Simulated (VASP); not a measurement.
# Lu (Fm-3m) in VASP: notebook, part 2 of 2

VASP 6.6.1.

## (4) Single point, PBE (19.78 Å³/atom)

This run uses another cell than the first one, of 19.78 Å³/atom.

Input file INCAR:

```
PREC = Accurate ; ENCUT = 520
EDIFF = 1E-6 ; ISMEAR = -1
SIGMA = 0.1 ; LREAL = False
LASPH = True ; NELM = 80
ALGO = Normal ; ISIF = 2
LWAVE = False ; LCHARG = False
GGA = PE ; NBANDS = 18
```

Input file KPOINTS:

```
Automatic mesh
0
Gamma
  15 15 15
```

Input file POSCAR:

```
Lu
1.0
    0.0000000000      2.1464623869      2.1464623869
    2.1464623869      0.0000000000      2.1464623869
    2.1464623869      2.1464623869      0.0000000000
Lu
1
Direct
    0.0000000000      0.0000000000      0.0000000000
```

Potentials or basis: VASP PAW PBE potentials, release 64 (Lu).

The run is started by

```
$ cat potpaw_PBE.64/Lu/POTCAR > POTCAR
$ mpirun -np 1 vasp_std > vasp.out
```

OUTCAR:

```text
PREC = Accurate
   ENCUT = 520
   EDIFF = 1E-6
   ISMEAR = -1
   LREAL = False
   LASPH = True
   NELM = 80
   ISIF = 2
   GGA = PE

 ion  position               nearest neighbor table
   1  0.000  0.000  0.000-

  LATTYP: Found a face centered cubic cell.
 ALAT       =     4.2929247738

  Lattice vectors:

 A1 = (   0.0000000000,   2.1464623869,   2.1464623869)
 A2 = (   2.1464623869,   0.0000000000,   2.1464623869)
 A3 = (   2.1464623869,   2.1464623869,   0.0000000000)

Analysis of symmetry for initial positions (statically):
=====================================================================
 Subroutine PRICEL returns:
 Original cell was already a primitive cell.

 Routine SETGRP: Setting up the symmetry group for a
 face centered cubic supercell.

 Subroutine GETGRP returns: Found 48 space group operations
 (whereof 48 operations were pure point group operations)
 out of a pool of 48 trial point group operations.

The static configuration has the point symmetry O_h .

Analysis of symmetry for dynamics (positions and initial velocities):
=====================================================================
 Subroutine PRICEL returns:
 Original cell was already a primitive cell.

 Routine SETGRP: Setting up the symmetry group for a
 face centered cubic supercell.

 Subroutine GETGRP returns: Found 48 space group operations
 (whereof 48 operations were pure point group operations)
 out of a pool of 48 trial point group operations.

The dynamic configuration has the point symmetry O_h .

 Subroutine INISYM returns: Found 48 space group operations
 (whereof 48 operations are pure point group operations),
 and found     1 'primitive' translations

----------------------------------------------------------------------------------------

                                     Primitive cell

  volume of cell :      19.7788

  direct lattice vectors                    reciprocal lattice vectors
     0.000000000  2.146462387  2.146462387    -0.232941422  0.232941422  0.232941422
     2.146462387  0.000000000  2.146462387     0.232941422 -0.232941422  0.232941422
     2.146462387  2.146462387  0.000000000     0.232941422  0.232941422 -0.232941422

  length of vectors
     3.035556219  3.035556219  3.035556219     0.403466378  0.403466378  0.403466378

  position of ions in fractional coordinates (direct lattice)
     0.000000000  0.000000000  0.000000000

  ion indices of the primitive-cell ions
   primitive index   ion index
                 1           1

----------------------------------------------------------------------------------------

 KPOINTS: Automatic mesh

Automatic generation of k-mesh.
 Grid dimensions read from file:
 generate k-points for:   15   15   15

 Generating k-lattice:

  Cartesian coordinates                     Fractional coordinates (reciprocal lattice)
    -0.015529428  0.015529428  0.015529428     0.066666667  0.000000000  0.000000000
     0.015529428 -0.015529428  0.015529428     0.000000000  0.066666667  0.000000000
     0.015529428  0.015529428 -0.015529428     0.000000000  0.000000000  0.066666667

  Length of vectors
     0.026897759  0.026897759  0.026897759

  Shift w.r.t. Gamma in fractional coordinates (k-lattice)
     0.000000000  0.000000000  0.000000000

 Subroutine IBZKPT returns following result:
 ===========================================

 Found    120 irreducible k-points:

 Following reciprocal coordinates:
            Coordinates               Weight
  0.000000  0.000000  0.000000      1.000000
  0.066667  0.000000  0.000000      8.000000
  0.133333  0.000000  0.000000      8.000000
  0.200000  0.000000  0.000000      8.000000
  0.266667  0.000000  0.000000      8.000000
  0.333333  0.000000  0.000000      8.000000
[... 16 lines left out ...]
  0.133333  0.133333  0.000000      6.000000
  0.200000  0.133333  0.000000     24.000000
 [... further k-points ...]
   k-points           NKPTS =    120   k-points in BZ     NKDIM =    120   number of bands    NBANDS=     18
   number of dos      NEDOS =    301   number of ions     NIONS =      1
   total plane-waves  NPLWV =  13824
   dimension x,y,z NGX =    24 NGY =   24 NGZ =   24
   dimension x,y,z NGXF=    48 NGYF=   48 NGZF=   48
   ions per type =               1
   NGX,Y,Z   is equivalent  to a cutoff of  13.14, 13.14, 13.14 a.u.
   NGXF,Y,Z  is equivalent  to a cutoff of  26.29, 26.29, 26.29 a.u.
 SYSTEM =  unknown system
   PREC   = accura    normal or accurate (medium, high low for compatibility)
   ISTART =      0    job   : 0-new  1-cont  2-samecut
   ICHARG =      2    charge: 1-file 2-atom 10-const
   ISPIN  =      1    spin polarized calculation?
   LNONCOLLINEAR =      F non collinear calculations
   LSORBIT =      F    spin-orbit coupling
   LASPH  =      T    aspherical Exc in radial PAW
   ENCUT  =  520.0 eV  38.22 Ry    6.18 a.u.   5.64  5.64  5.64*2*pi/ulx,y,z
   NELM   =     80;   NELMIN=  2; NELMDL= -5     # of ELM steps
   EDIFF  = 0.1E-05   stopping-criterion for ELM
   LREAL  =      F    real-space projection
   EDIFFG = 0.1E-04   stopping-criterion for IOM
   NSW    =      0    number of steps for IOM
   IBRION =     -1    ionic relax: 0-MD 1-quasi-New 2-CG
   NFREE  =      0    steps in history (QN), initial steepest desc. (CG)
   ISIF   =      2    stress and relaxation
   ISYM   =      2    0-nonsym 1-usesym 2-fastsym
   POTIM  = 0.5000    time-step for ionic-motion
   TEBEG  =    0.0;   TEEND  =   0.0 temperature during run
   PSTRESS=    0.0 pullay stress
   NELECT =      25.0000    total number of electrons
   NUPDOWN=      -1.0000    fix difference up-down
   EMIN   =  10.00;   EMAX   =-10.00  energy-range for DOS
   EFERMI =   0.00;   METHOD = LEGACY
   ISMEAR =    -1;   SIGMA  =   0.10  broadening in eV -4-tet -1-fermi 0-gaus
   EFERMI_NEDOS =   21; number of points for ismear=-14 and -15
   IALGO  =     38    algorithm
   IMIX   =      4    mixing-type and parameters
     AMIX     =   0.40;   BMIX     =  1.00
     AMIX_MAG =   1.60;   BMIX_MAG =  1.00
  volume/ion in A,a.u.               =      19.78       133.47
  Fermi-wavevector in a.u.,A,eV,Ry     =   1.770061  3.344930 42.628628  3.133116
  Thomas-Fermi vector in A             =   2.836926
   LORBIT       =      0    0 simple, 1 ext, 2 COOP (PROOUT), +10 PAW based schemes
   GGA     = PE    functional components
   LHFCALC =     F    Hartree Fock is set to
   AEXX    =    0.0000 exact exchange contribution
   IVDW    =     0    specifies the selected vdW correction
   LEPSILON=     F    determine dielectric tensor
   LRPA    =     F    only Hartree local field effects (RPA)
 non-spin polarized calculation
  energy-cutoff  :      520.00
  volume of cell :       19.78
 maximum number of plane-waves:       547
   NGX = 11   NGY = 11   NGZ = 11

 number of electron      24.9999999 magnetization

 Free energy of the ion-electron system (eV)
  ---------------------------------------------------
  ext. energy  EPLUGINS =         0.00000000
  ---------------------------------------------------
  free energy    TOTEN  =        -3.79633940 eV

  energy without entropy =       -3.76964036  energy(sigma->0) =       -3.78298988

 E-fermi :   3.9311     XC(G=0): -12.6995

 val. band max:        3.9186984356   @ k =  -0.4667   0.2000   0.0000
 cond. band min:       3.9723077809   @ k =   0.4667   0.2667   0.1333
 fundamental gap:      0.0536093452
 Fermi energy:         3.9311284663

 k-point     1 :       0.0000    0.0000    0.0000
  band No.  band energies     occupation
      1     -51.7007      2.00000
      2     -21.6324      2.00000
      3     -21.6324      2.00000
      4     -21.6324      2.00000
      5      -2.9627      2.00000
      6      -0.7900      2.00000
[... 10 lines left out ...]
     17      10.1860      0.00000
     18      16.0953      0.00000

 k-point     2 :       0.0667    0.0000    0.0000
  band No.  band energies     occupation
      1     -51.6937      2.00000
      2     -21.7143      2.00000
      3     -21.6417      2.00000
      4     -21.6417      2.00000
      5      -2.7646      2.00000
      6      -0.7852      2.00000
[... 10 lines left out ...]
     17      10.0576      0.00000
     18      16.5267      0.00000
[... 442 lines left out ...]
 k-point    24 :       0.2000    0.1333    0.0000
  band No.  band energies     occupation
      1     -51.6434      2.00000
      2     -22.1408      2.00000
      3     -21.7829      2.00000
      4     -21.7696      2.00000
      5      -1.3422      2.00000
      6      -0.7457      2.00000
[... 10 lines left out ...]
     17      10.7506      0.00000
     18      19.0431      0.00000

 [... further k-points ...]

------------------------ aborting loop because EDIFF is reached ----------------------------------------

  FORCE on cell =-STRESS in cart. coord.  units (eV):
  Direction    XX          YY          ZZ          XY          YZ          ZX
  --------------------------------------------------------------------------------------
  -------------------------------------------------------------------------------------
  Total        4.0045291      4.0045291      4.0045291      0.0000000      0.0000000      0.0000000
  in kB      324.3860659    324.3860659    324.3860659      0.0000000      0.0000000      0.0000000
  external PRESSURE =     324.3860659 kB  Pullay stress =       0.0000000 kB

 VOLUME and BASIS-vectors are now :
 -----------------------------------------------------------------------------
  energy-cutoff  :      520.00
  volume of cell :       19.78
      direct lattice vectors                 reciprocal lattice vectors
     0.000000000  2.146462387  2.146462387    -0.232941422  0.232941422  0.232941422
     2.146462387  0.000000000  2.146462387     0.232941422 -0.232941422  0.232941422
     2.146462387  2.146462387  0.000000000     0.232941422  0.232941422 -0.232941422

 POSITION                                       TOTAL-FORCE (eV/Angst)
 -----------------------------------------------------------------------------------
      0.00000      0.00000      0.00000         0.000000      0.000000      0.000000
 -----------------------------------------------------------------------------------
    total drift:                               -0.000000      0.000000      0.000000

  FREE ENERGIE OF THE ION-ELECTRON SYSTEM (eV)
  ---------------------------------------------------
  free  energy   TOTEN  =        -3.7963393981 eV

  energy  without entropy=       -3.7696403558  energy(sigma->0) =       -3.78298988
```

OSZICAR:

```text
N       E                     dE             d eps       ncg     rms          rms(c)
DAV:   1     0.727480640559E+02    0.72748E+02   -0.99757E+03  5384   0.465E+03
DAV:   2     0.125237638631E+01   -0.71496E+02   -0.69689E+02  4456   0.347E+02
DAV:   3    -0.378953875957E+01   -0.50419E+01   -0.49978E+01  4668   0.712E+01
DAV:   4    -0.396117921639E+01   -0.17164E+00   -0.17102E+00  5658   0.112E+01
DAV:   5    -0.396598390285E+01   -0.48047E-02   -0.48026E-02  5070   0.160E+00    0.345E+00
DAV:   6    -0.380218112557E+01    0.16380E+00   -0.73094E-01  7178   0.234E+01    0.129E+00
DAV:   7    -0.379450770824E+01    0.76734E-02   -0.35105E-02  6174   0.261E+00    0.472E-01
DAV:   8    -0.379527559752E+01   -0.76789E-03   -0.91495E-03  6928   0.637E-01    0.181E-01
DAV:   9    -0.379634394132E+01   -0.10683E-02   -0.25164E-03  6276   0.373E-01    0.416E-02
DAV:  10    -0.379634323784E+01    0.70349E-06   -0.21102E-04  6678   0.214E-01    0.912E-03
DAV:  11    -0.379633982071E+01    0.34171E-05   -0.14125E-05  6116   0.416E-02    0.436E-03
DAV:  12    -0.379633939809E+01    0.42262E-06   -0.51261E-07  3272   0.706E-03
   1 F= -.37963394E+01 E0= -.37829899E+01  d E =-.266990E-01
```

It took 55 s on 1 thread of Intel Xeon 8259CL, shared host; peak memory 0.18 GiB.

What came out:

* Free energy: -3.7963 eV
* Pressure: 32.4 GPa
* Band gap on the k mesh: zero (an odd number of electrons rules out a gap without spin polarisation)

Caveat: the cell stands under pressure; spin-orbit coupling is left out, which moves the levels of the heavy elements.

## (5) Overview

| cell | gap on the mesh (eV) | pressure (GPa) |
| --- | --- | --- |
| a = 2.776 Å, angles 60.0°, 1 atom | none | 88.3 |
| a = 2.912 Å, angles 60.0°, 1 atom | none | 53.6 |
| a = 3.036 Å, angles 60.0°, 1 atom | none | 32.4 |

Alike in all rows: task single point; level PBE; potentials or basis VASP PAW PBE potentials, release 64 (Lu); no spin polarisation; k mesh 15 × 15 × 15; cutoff (eV) 520; smearing fermi-dirac 0.1 eV.

Caveats: the cell stands under pressure; spin-orbit coupling is left out, which moves the levels of the heavy elements.

Total energies depend on the potentials used, so only differences within one code and one set of settings carry meaning.
